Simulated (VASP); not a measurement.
Here is a VASP 6.6.1 calculation.

Contents of INCAR:

```
SYSTEM = CdSe
PREC = Accurate ; ENCUT = 520
EDIFF = 1E-6 ; ISMEAR = -1
SIGMA = 0.05 ; LREAL = .FALSE.
LASPH = .TRUE. ; NELM = 60
ALGO = Normal ; ISIF = 2
LWAVE = .FALSE. ; LCHARG = .FALSE.
GGA = B5 ; ALDAX = 1.0
AGGAX = 1.0 ; AGGAC = 1.0
ALDAC = 0.0 ; NBANDS = 26
```

KPOINTS

```
Automatic mesh
0
G
  7 7 4
  0 0 0
```

The input POSCAR:

```
CdSe
1.0
    4.2122202675      0.0000000000      0.0000000000
   -2.1061101337      3.6478897580      0.0000000000
    0.0000000000      0.0000000000      6.8766944832
Cd Se
2 2
Direct
    0.6666666667      0.3333333333      0.5000000000
    0.3333333333      0.6666666667      0.0000000000
    0.6666666667      0.3333333333      0.8850000000
    0.3333333333      0.6666666667      0.3850000000
```

Potentials or basis: VASP PAW PBE potentials, release 64 (Cd, Se).

The run is started by

```console
$ cat potpaw_PBE.64/Cd/POTCAR potpaw_PBE.64/Se/POTCAR > POTCAR
$ mpirun -np 1 vasp_std > vasp.out
```

Task: What does it give for the pressure?

Result: 11.0 GPa.

Task: Estimate the largest force.

Result: 0.389 eV/Å.

Task: Predict the band gap on the k mesh.

Result: 0.81 eV, direct.

Forces on the atoms (eV/Å):
```
Cd   0.000  0.000  0.389
Cd   0.000  0.000  0.389
Se   0.000  0.000 -0.389
Se   0.000  0.000 -0.389
```

Caveat: the PAW data sets were made with another functional, which shifts forces and pressure a little. Expect the measured gap to be larger: semilocal functionals such as BLYP lack the derivative discontinuity.
